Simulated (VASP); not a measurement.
# BaTe (P4/mmm) in VASP: further runs

BaTe is run at these levels: LDA; tasks: single point.

Program: VASP 6.6.1. These are calculated values, not measurements. Logs are shortened: lines on timing, memory, paths and dates and some standing lists are left out, and cuts for length are marked.

## Step 1: The cell of the first run

The structure is tetragonal, space group P4/mmm (No. 123). Conventional cell: a = 4.262 Å, b = 4.262 Å, c = 3.836 Å, α = 90.00°, β = 90.00°, γ = 90.00°. Within 4.7 Å of Ba (site symmetry 4/mmm) lie 8 Te at 3.57 Å and 6 Ba at 3.84 to 4.26 Å. Within 4.7 Å of Te (site symmetry 4/mmm) lie 8 Ba at 3.57 Å and 6 Te at 3.84 to 4.26 Å.

## Step 2: Single point, LDA (strain -0.1000 x Voigt [0, 0, 1, 0, 0, 0])

File INCAR:

```
ALGO = Normal ; EDIFF = 1E-7
ENCUT = 520 ; ISIF = 2
ISMEAR = 0 ; LASPH = T
LCHARG = T ; LELF = T
LREAL = F ; LVHAR = T
LWAVE = F ; NBANDS = 15
NELM = 60 ; PREC = Accurate
SIGMA = 0.05
```

File KPOINTS:

```
k-points
0
Gamma
  6 6 6
```

File POSCAR:

```
BaTe
1.0
    4.2624660000      0.0000000000      0.0000000000
    0.0000000000      4.2624660000      0.0000000000
    0.0000000000      0.0000000000      3.8362194000
Ba Te
1 1
Direct
    0.0000000000      0.0000000000      0.0000000000
    0.5000000000      0.5000000000      0.5000000000
```

Potentials or basis: VASP PAW LDA potentials, release 64 (Ba_sv, Te).

Run with:

```bash
$ cat potpaw_LDA.64/Ba_sv/POTCAR potpaw_LDA.64/Te/POTCAR > POTCAR
$ mpirun -np 1 vasp_std > vasp.out
```

OUTCAR:

```text
EDIFF = 1E-7
   ENCUT = 520
   ISIF = 2
   ISMEAR = 0
   LASPH = T
   LREAL = F
   NELM = 60
   PREC = Accurate

 ion  position               nearest neighbor table
   1  0.000  0.000  0.000-   2 3.57   2 3.57   2 3.57   2 3.57   2 3.57   2 3.57   2 3.57   2 3.57

   2  0.500  0.500  0.500-   1 3.57   1 3.57   1 3.57   1 3.57   1 3.57   1 3.57   1 3.57   1 3.57

  LATTYP: Found a simple tetragonal cell.
 ALAT       =     4.2624660000
 C/A-ratio  =     0.9000000000

  Lattice vectors:

 A1 = (   4.2624660000,   0.0000000000,   0.0000000000)
 A2 = (   0.0000000000,   4.2624660000,   0.0000000000)
 A3 = (   0.0000000000,   0.0000000000,   3.8362194000)

Analysis of symmetry for initial positions (statically):
=====================================================================
 Subroutine PRICEL returns:
 Original cell was already a primitive cell.

 Routine SETGRP: Setting up the symmetry group for a
 simple tetragonal supercell.

 Subroutine GETGRP returns: Found 16 space group operations
 (whereof 16 operations were pure point group operations)
 out of a pool of 16 trial point group operations.

The static configuration has the point symmetry D_4h.

Analysis of symmetry for dynamics (positions and initial velocities):
=====================================================================
 Subroutine PRICEL returns:
 Original cell was already a primitive cell.

 Routine SETGRP: Setting up the symmetry group for a
 simple tetragonal supercell.

 Subroutine GETGRP returns: Found 16 space group operations
 (whereof 16 operations were pure point group operations)
 out of a pool of 16 trial point group operations.

The dynamic configuration has the point symmetry D_4h.

 Subroutine INISYM returns: Found 16 space group operations
 (whereof 16 operations are pure point group operations),
 and found     1 'primitive' translations

----------------------------------------------------------------------------------------

                                     Primitive cell

  volume of cell :      69.6988

  direct lattice vectors                    reciprocal lattice vectors
     4.262466000  0.000000000  0.000000000     0.234605977  0.000000000  0.000000000
     0.000000000  4.262466000  0.000000000     0.000000000  0.234605977  0.000000000
     0.000000000  0.000000000  3.836219400     0.000000000  0.000000000  0.260673308

  length of vectors
     4.262466000  4.262466000  3.836219400     0.234605977  0.234605977  0.260673308

  position of ions in fractional coordinates (direct lattice)
     0.000000000  0.000000000  0.000000000
     0.500000000  0.500000000  0.500000000

  ion indices of the primitive-cell ions
   primitive index   ion index
                 1           1
                 2           2

----------------------------------------------------------------------------------------

 KPOINTS: k-points

Automatic generation of k-mesh.
 Grid dimensions read from file:
 generate k-points for:    6    6    6

 Generating k-lattice:

  Cartesian coordinates                     Fractional coordinates (reciprocal lattice)
     0.039100996  0.000000000  0.000000000     0.166666667  0.000000000  0.000000000
     0.000000000  0.039100996  0.000000000     0.000000000  0.166666667  0.000000000
     0.000000000  0.000000000  0.043445551     0.000000000  0.000000000  0.166666667

  Length of vectors
     0.039100996  0.039100996  0.043445551

  Shift w.r.t. Gamma in fractional coordinates (k-lattice)
     0.000000000  0.000000000  0.000000000

 Subroutine IBZKPT returns following result:
 ===========================================

 Found     40 irreducible k-points:

 Following reciprocal coordinates:
            Coordinates               Weight
  0.000000  0.000000  0.000000      1.000000
  0.166667  0.000000  0.000000      4.000000
  0.333333  0.000000  0.000000      4.000000
  0.500000  0.000000  0.000000      2.000000
  0.166667  0.166667  0.000000      4.000000
  0.333333  0.166667  0.000000      8.000000
[... 16 lines left out ...]
  0.333333  0.000000  0.333333      8.000000
  0.500000  0.000000  0.333333      4.000000
 [... further k-points ...]
   k-points           NKPTS =     40   k-points in BZ     NKDIM =     40   number of bands    NBANDS=     15
   number of dos      NEDOS =    301   number of ions     NIONS =      2
   total plane-waves  NPLWV =  30720
   dimension x,y,z NGX =    32 NGY =   32 NGZ =   30
   dimension x,y,z NGXF=    64 NGYF=   64 NGZF=   60
   ions per type =               1   1
   NGX,Y,Z   is equivalent  to a cutoff of  12.48, 12.48, 13.00 a.u.
   NGXF,Y,Z  is equivalent  to a cutoff of  24.96, 24.96, 26.00 a.u.
 SYSTEM =  unknown system
   PREC   = accura    normal or accurate (medium, high low for compatibility)
   ISTART =      0    job   : 0-new  1-cont  2-samecut
   ICHARG =      2    charge: 1-file 2-atom 10-const
   ISPIN  =      1    spin polarized calculation?
   LNONCOLLINEAR =      F non collinear calculations
   LSORBIT =      F    spin-orbit coupling
   LASPH  =      T    aspherical Exc in radial PAW
   ENCUT  =  520.0 eV  38.22 Ry    6.18 a.u.   7.93  7.93  7.13*2*pi/ulx,y,z
   NELM   =     60;   NELMIN=  2; NELMDL= -5     # of ELM steps
   EDIFF  = 0.1E-06   stopping-criterion for ELM
   LREAL  =      F    real-space projection
   EDIFFG = 0.1E-05   stopping-criterion for IOM
   NSW    =      0    number of steps for IOM
   IBRION =     -1    ionic relax: 0-MD 1-quasi-New 2-CG
   NFREE  =      0    steps in history (QN), initial steepest desc. (CG)
   ISIF   =      2    stress and relaxation
   ISYM   =      2    0-nonsym 1-usesym 2-fastsym
   POTIM  = 0.5000    time-step for ionic-motion
   TEBEG  =    0.0;   TEEND  =   0.0 temperature during run
   PSTRESS=    0.0 pullay stress
   NELECT =      16.0000    total number of electrons
   NUPDOWN=      -1.0000    fix difference up-down
   EMIN   =  10.00;   EMAX   =-10.00  energy-range for DOS
   EFERMI =   0.00;   METHOD = LEGACY
   ISMEAR =     0;   SIGMA  =   0.05  broadening in eV -4-tet -1-fermi 0-gaus
   EFERMI_NEDOS =   21; number of points for ismear=-14 and -15
   IALGO  =     38    algorithm
   IMIX   =      4    mixing-type and parameters
     AMIX     =   0.40;   BMIX     =  1.00
     AMIX_MAG =   1.60;   BMIX_MAG =  1.00
  volume/ion in A,a.u.               =      34.85       235.18
  Fermi-wavevector in a.u.,A,eV,Ry     =   1.002397  1.894256 13.671129  1.004800
  Thomas-Fermi vector in A             =   2.134881
   LORBIT       =      0    0 simple, 1 ext, 2 COOP (PROOUT), +10 PAW based schemes
   GGA     = CA    functional components
   LHFCALC =     F    Hartree Fock is set to
   AEXX    =    0.0000 exact exchange contribution
   IVDW    =     0    specifies the selected vdW correction
   LEPSILON=     F    determine dielectric tensor
   LRPA    =     F    only Hartree local field effects (RPA)
 non-spin polarized calculation
 Gauss-broadening in eV      SIGMA  =   0.05
  energy-cutoff  :      520.00
  volume of cell :       69.70
 maximum number of plane-waves:      1900
 NGX is ok and might be reduce to    32
   NGX = 15   NGY = 15   NGZ = 15

 number of electron      15.9999999 magnetization

 Free energy of the ion-electron system (eV)
  ---------------------------------------------------
  ext. energy  EPLUGINS =         0.00000000
  ---------------------------------------------------
  free energy    TOTEN  =        -9.24280861 eV

  energy without entropy =       -9.24222059  energy(sigma->0) =       -9.24251460

 E-fermi :   4.8851     XC(G=0):  -9.4902

 val. band max:        4.8612631224   @ k =   0.5000   0.3333   0.0000
 cond. band min:       4.9449127956   @ k =   0.5000   0.5000   0.0000
 fundamental gap:      0.0836496732
 Fermi energy:         4.8851270265

 k-point     1 :       0.0000    0.0000    0.0000
  band No.  band energies     occupation
      1     -23.4825      2.00000
      2      -8.5549      2.00000
      3      -8.5549      2.00000
      4      -8.3583      2.00000
      5      -6.3280      2.00000
      6       3.7869      2.00000
      7       3.7869      2.00000
      8       4.7713      1.99871
      9       4.8174      1.94471
     10       4.8390      1.80805
     11       7.2972      0.00000
     12       8.6220      0.00000
     13       9.5492      0.00000
     14       9.5492      0.00000
     15      12.6130      0.00000

 k-point     2 :       0.1667    0.0000    0.0000
  band No.  band energies     occupation
      1     -23.4751      2.00000
      2      -8.7807      2.00000
      3      -8.5379      2.00000
      4      -8.3462      2.00000
      5      -6.0500      2.00000
      6       2.5575      2.00000
      7       3.5512      2.00000
      8       4.6910      2.00000
      9       4.9586      0.03777
     10       5.7730      0.00000
     11       8.2860      0.00000
     12       8.9750      0.00000
     13       9.6260      0.00000
     14       9.7081      0.00000
     15      11.4293      0.00000

 k-point     3 :       0.3333    0.0000    0.0000
  band No.  band energies     occupation
      1     -23.4603      2.00000
      2      -9.1419      2.00000
      3      -8.5035      2.00000
      4      -8.3217      2.00000
      5      -5.5487      2.00000
      6       1.2062      2.00000
      7       3.1381      2.00000
      8       4.4105      2.00000
      9       5.3061      0.00000
     10       7.4459      0.00000
     11       9.6689      0.00000
     12       9.7946      0.00000
     13       9.8628      0.00000
     14      10.1205      0.00000
     15      10.1807      0.00000
[... 343 lines left out ...]
 k-point    23 :       0.3333    0.0000    0.3333
  band No.  band energies     occupation
      1     -23.3937      2.00000
      2      -9.1375      2.00000
      3      -8.8433      2.00000
      4      -8.4159      2.00000
      5      -5.4364      2.00000
      6       1.8128      2.00000
      7       2.5201      2.00000
      8       3.6736      2.00000
      9       6.1976      0.00000
     10       7.2158      0.00000
     11       7.3014      0.00000
     12       8.7172      0.00000
     13       9.0169      0.00000
     14      10.3582      0.00000
     15      12.9030      0.00000

 k-point    24 :       0.5000    0.0000    0.3333
  band No.  band energies     occupation
      1     -23.3868      2.00000
      2      -9.0662      2.00000
      3      -8.9778      2.00000
      4      -8.4040      2.00000
      5      -5.4478      2.00000
      6       1.9053      2.00000
      7       2.4018      2.00000
      8       3.7848      2.00000
      9       6.0062      0.00000
     10       7.0575      0.00000
     11       7.1795      0.00000
     12       8.0944      0.00000
     13       9.8081      0.00000
     14      10.9854      0.00000
     15      11.9280      0.00000

 [... further k-points ...]
[... 5 lines left out ...]
  --------------------------------------------------------------------------------------
  -------------------------------------------------------------------------------------
  Total       -0.8986887     -0.8986887      2.6361788      0.0000000      0.0000000     -0.0000000
  in kB      -20.6582986    -20.6582986     60.5982589      0.0000000      0.0000000     -0.0000000
  external PRESSURE =       6.4272205 kB  Pullay stress =       0.0000000 kB

 VOLUME and BASIS-vectors are now :
 -----------------------------------------------------------------------------
  energy-cutoff  :      520.00
  volume of cell :       69.70
      direct lattice vectors                 reciprocal lattice vectors
     4.262466000  0.000000000  0.000000000     0.234605977  0.000000000  0.000000000
     0.000000000  4.262466000  0.000000000     0.000000000  0.234605977  0.000000000
     0.000000000  0.000000000  3.836219400     0.000000000  0.000000000  0.260673308

 POSITION                                       TOTAL-FORCE (eV/Angst)
 -----------------------------------------------------------------------------------
      0.00000      0.00000      0.00000         0.000000      0.000000      0.000000
      2.13123      2.13123      1.91811         0.000000      0.000000      0.000000
 -----------------------------------------------------------------------------------
    total drift:                                0.000000     -0.000000     -0.000000

  FREE ENERGIE OF THE ION-ELECTRON SYSTEM (eV)
  ---------------------------------------------------
  free  energy   TOTEN  =        -9.2428086083 eV

  energy  without entropy=       -9.2422205935  energy(sigma->0) =       -9.24251460
```

It took 25 s on 1 thread of AMD EPYC 7R13 (Zen 3), shared host; peak memory 0.15 GiB.

What came out:

- Free energy: -9.2428 eV
- Pressure: 0.6 GPa
- Band gap on the k mesh: zero (band 8 reaches 4.94 eV, above the bottom of band 9 at 4.82 eV)

Stress tensor (GPa, compression positive):
```
-2.07  0.00  0.00
 0.00 -2.07  0.00
 0.00  0.00  6.06
```

Levels at points of the mesh, in eV from the Fermi level:
| k point | band 4 | band 5 | band 6 | band 7 | band 8 | band 9 | band 10 | band 11 | band 12 | band 13 |
| --- | --- | --- | --- | --- | --- | --- | --- | --- | --- | --- |
| (0.00, 0.00, 0.00) | -13.24 | -11.21 | -1.10 | -1.10 | -0.11 | -0.07 | -0.05 | 2.41 | 3.74 | 4.66 |
| (0.50, 0.00, 0.00) | -13.19 | -10.19 | -4.22 | -1.93 | -0.61 | 0.64 | 4.10 | 4.38 | 5.00 | 5.28 |
| (0.50, 0.50, 0.00) | -13.16 | -10.73 | -2.60 | -2.60 | 0.06 | 0.27 | 2.94 | 3.17 | 3.17 | 5.69 |
| (0.00, 0.00, 0.50) | -13.30 | -10.04 | -4.26 | -1.69 | -1.69 | 1.13 | 4.16 | 4.47 | 4.87 | 4.87 |
| (0.50, 0.00, 0.50) | -13.26 | -10.41 | -2.88 | -2.40 | -0.64 | 0.46 | 1.69 | 1.83 | 2.34 | 6.01 |
| (0.50, 0.50, 0.50) | -13.64 | -10.00 | -3.86 | -3.72 | -3.72 | 4.39 | 4.39 | 5.12 | 6.05 | 6.10 |

Caveat: the cell differs from its parent crystal (strain -0.1000 x Voigt [0, 0, 1, 0, 0, 0]); spin-orbit coupling is left out, which moves the levels of the heavy elements.

(Continued in part 2 of 3.)
